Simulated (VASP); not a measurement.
# Te2Pt (P-3m1) in VASP: vibrations by perturbation theory with PBEsol

Aim: the vibrations by perturbation theory of Te2Pt with PBEsol.

Everything below comes from runs of VASP 6.6.1. Logs are shortened: lines on timing, memory, paths and dates and some standing lists are left out, and cuts for length are marked.

### Step 1. The cell of the first run

The structure is trigonal, space group P-3m1 (No. 164). Conventional cell: a = 4.043 Å, b = 4.043 Å, c = 5.145 Å, α = 90.00°, β = 90.00°, γ = 120.00°. Te (site symmetry 3m) has 3 Pt at 2.70 Å and 6 Te at 3.38 to 3.57 Å within 3.6 Å. Within 3.6 Å of Pt (site symmetry -3m) lie 6 Te at 2.70 Å.

### Step 2. Vibrations by perturbation theory, PBEsol

File INCAR:

```
  PREC = Accurate
  ENCUT = 500
  EDIFF = 1E-8
  ISMEAR = -1
  SIGMA = 0.15
  LREAL = False
  LASPH = True
  NELM = 120
  ALGO = Normal
  ISIF = 2
  LWAVE = False
  LCHARG = False
  GGA = PS
  IBRION = 8
  NSW = 1
  GGA_COMPAT = False
```

File KPOINTS:

```
Automatic mesh
0
Gamma
  12 12 8
```

File POSCAR:

```
Te2Pt
1.0
    4.0430154084      0.0000000000      0.0000000000
   -2.0215077042      3.5013540515      0.0000000000
    0.0000000000      0.0000000000      5.1448703893
Te Pt
2 1
Direct
    0.3333333333      0.6666666667      0.2622421983
    0.6666666667      0.3333333333      0.7377578017
    0.0000000000      0.0000000000      0.0000000000
```

Potentials or basis: VASP PAW PBE potentials, release 64 (Te, Pt).

Launch:

```bash
$ cat potpaw_PBE.64/Te/POTCAR potpaw_PBE.64/Pt/POTCAR > POTCAR
$ mpirun -np 1 vasp_std > vasp.out
```

OUTCAR:

```text
PREC = Accurate
   ENCUT = 500
   EDIFF = 1E-8
   ISMEAR = -1
   LREAL = False
   LASPH = True
   NELM = 120
   ISIF = 2
   GGA = PS
   IBRION = 8
   NSW = 1

 ion  position               nearest neighbor table
   1  0.333  0.667  0.262-   3 2.70   3 2.70   3 2.70   2 3.38   2 3.38   2 3.38   2 3.57   2 3.57
                             2 3.57
   2  0.667  0.333  0.738-   3 2.70   3 2.70   3 2.70   1 3.38   1 3.38   1 3.38   1 3.57   1 3.57
                             1 3.57
   3  0.000  0.000  0.000-   1 2.70   2 2.70   1 2.70   2 2.70   2 2.70   1 2.70

  LATTYP: Found a hexagonal cell.
 ALAT       =     4.0430154084
 C/A-ratio  =     1.2725329660

  Lattice vectors:

 A1 = (   4.0430154084,   0.0000000000,   0.0000000000)
 A2 = (  -2.0215077042,   3.5013540515,   0.0000000000)
 A3 = (   0.0000000000,   0.0000000000,   5.1448703893)

Analysis of symmetry for initial positions (statically):
=====================================================================
 Subroutine PRICEL returns:
 Original cell was already a primitive cell.

 Routine SETGRP: Setting up the symmetry group for a
 hexagonal supercell.

 Subroutine GETGRP returns: Found 12 space group operations
 (whereof 12 operations were pure point group operations)
 out of a pool of 24 trial point group operations.

The static configuration has the point symmetry D_3d.

Analysis of symmetry for dynamics (positions and initial velocities):
=====================================================================
 Subroutine PRICEL returns:
 Original cell was already a primitive cell.

 Routine SETGRP: Setting up the symmetry group for a
 hexagonal supercell.

 Subroutine GETGRP returns: Found 12 space group operations
 (whereof 12 operations were pure point group operations)
 out of a pool of 24 trial point group operations.

The dynamic configuration has the point symmetry D_3d.

[... 610 lines left out ...]
 POSITION                                       TOTAL-FORCE (eV/Angst)
 -----------------------------------------------------------------------------------
     -0.00000      2.33424      1.34920        -0.000000     -0.000000      0.003125
      2.02151      1.16712      3.79567         0.000000      0.000000     -0.003125
      0.00000      0.00000      0.00000         0.000000      0.000000      0.000000
 -----------------------------------------------------------------------------------
    total drift:                               -0.000000     -0.000000      0.000000

  FREE ENERGIE OF THE ION-ELECTRON SYSTEM (eV)
  ---------------------------------------------------
  free  energy   TOTEN  =       -15.3080295706 eV

  energy  without entropy=      -15.2208062753  energy(sigma->0) =      -15.26441792

[... ionic steps 2 to 9 ...]

--------------------------------------- Ionic step       10  -------------------------------------------

------------------------ aborting loop because EDIFF is reached ----------------------------------------

[... ionic steps 11 to 11 ...]

--------------------------------------- Ionic step       12  -------------------------------------------

 Free energy of the ion-electron system (eV)
  ---------------------------------------------------
  ---------------------------------------------------
  free energy    TOTEN  =        -0.26443564 eV

  energy without entropy =       -0.26443564

------------------------ aborting loop because EDIFF is reached ----------------------------------------

 INTERNAL STRAIN TENSOR  FOR ION    3  DIRECTION 3   (eV/Angst):
 -----------------------------------------------------------------------------
    -0.00908 -0.00000 -0.00000
     0.00000 -0.00908 -0.00000
     0.00000 -0.00000 -0.00056

 INTERNAL STRAIN TENSOR FOR ION    3 for displacements in x,y,z  (eV/Angst):
          X           Y           Z          XY          YZ          ZX
  --------------------------------------------------------------------------------
  x     0.00000     0.00000     0.00000     0.00000     0.00000     0.00000
  y     0.00000     0.00000     0.00000     0.00000     0.00000     0.00000
  z     0.00000     0.00000     0.00000     0.00000     0.00000     0.00000

 SECOND DERIVATIVES (NOT SYMMETRIZED)
 ------------------------------------
               1X          1Y          1Z          2X          2Y          2Z          3X          3Y          3Z
  1X    -5.550985    0.000000    0.000000   -0.286278    0.000000    0.000000    5.837264    0.000000    0.000000
  1Y     0.000000   -5.550985    0.000000    0.000000   -0.286278   -0.000000    0.000000    5.837264    0.000000
  1Z     0.000000   -0.000000   -8.101560   -0.000000   -0.000000    2.905473   -0.000000   -0.000000    5.196087
  2X    -0.286278    0.000000    0.000000   -5.550985    0.000000    0.000000    5.837264    0.000000    0.000000
  2Y     0.000000   -0.286278   -0.000000    0.000000   -5.550985    0.000000    0.000000    5.837264    0.000000
  2Z    -0.000000   -0.000000    2.905473    0.000000   -0.000000   -8.101560   -0.000000   -0.000000    5.196087
  3X     5.833036    0.000000    0.000000    5.833036    0.000000    0.000000  -11.666072    0.000000    0.000000
  3Y     0.000000    5.833036    0.000000    0.000000    5.833036    0.000000    0.000000  -11.666072    0.000000
  3Z     0.000000    0.000000    5.195291   -0.000000    0.000000    5.195291    0.000000    0.000000  -10.390581

 Eigenvectors and eigenvalues of the dynamical matrix
 ----------------------------------------------------

   1 f  =    5.078972 THz    31.912124 2PiTHz  169.416282 cm-1    21.004932 meV
             X         Y         Z           dx          dy          dz
     -0.000000  2.334236  1.349202    -0.465521    0.000000   -0.000000
      2.021508  1.167118  3.795668    -0.465521    0.000000    0.000000
      0.000000  0.000000  0.000000     0.752715   -0.000000    0.000000
[... 43 lines left out ...]
   9 f/i=    0.000912 THz     0.005729 2PiTHz    0.030413 cm-1     0.003771 meV
             X         Y         Z           dx          dy          dz
     -0.000000  2.334236  1.349202    -0.532250   -0.000000    0.000000
      2.021508  1.167118  3.795668    -0.532250    0.000000   -0.000000
      0.000000  0.000000  0.000000    -0.658346   -0.000000    0.000000

--------------------------------------------------------------------------------------------------------

 ELASTIC MODULI CONTR FROM IONIC RELAXATION (kBar)
 Direction    XX          YY          ZZ          XY          YZ          ZX
 --------------------------------------------------------------------------------
 XX        -392.9273   -242.4471   -365.3273      0.0000    161.6359     -0.0000
 YY        -242.4471   -392.9273   -365.3273     -0.0000   -161.6359      0.0000
 ZZ        -365.3273   -365.3273   -420.1116      0.0000     -0.0000     -0.0000
 XY           0.0000     -0.0000      0.0000    -75.2401     -0.0000    134.9866
 YZ         161.6359   -161.6359     -0.0000     -0.0000   -347.2369      0.0000
 ZX          -0.0000      0.0000     -0.0000    134.9866      0.0000   -242.1764
 --------------------------------------------------------------------------------
```

OSZICAR:

```text
N       E                     dE             d eps       ncg     rms          rms(c)
DAV:   1     0.105943001386E+03    0.10594E+03   -0.92364E+03  3946   0.121E+03
DAV:   2    -0.114036335309E+02   -0.11735E+03   -0.11471E+03  5072   0.214E+02
DAV:   3    -0.157090390733E+02   -0.43054E+01   -0.42467E+01  4840   0.439E+01
DAV:   4    -0.157638691829E+02   -0.54830E-01   -0.54809E-01  5151   0.539E+00
[... 78 lines left out ...]
RMM:  11    -0.264435574981E+00    0.29601E-06   -0.24451E-08  6673   0.400E-05    0.797E-06
RMM:  12    -0.264435603432E+00   -0.28452E-07   -0.71604E-09  6693   0.124E-05    0.398E-06
RMM:  13    -0.264435640768E+00   -0.37336E-07   -0.28509E-09  6353   0.725E-06    0.914E-07
RMM:  14    -0.264435642842E+00   -0.20735E-08   -0.15989E-09  4362   0.243E-06    0.221E-07
 Linear response finished
```

Run time: 37 min. Hardware: 1 thread of Oxide Virtual Turin-like, shared host; peak memory 1.2 GiB.

Results:

```yaml
Highest_phonon_frequency_at_Γ_LO-TO_splitting_left_out: 169 cm⁻¹
```

Phonon frequencies in cm⁻¹ (negative: imaginary):
| q point | frequencies |
| --- | --- |
| (0.000, 0.000, 0.000) | 0 0 0 106 106 153 160 169 169 |

Caveat: spin-orbit coupling is left out, which moves the levels of the heavy elements.
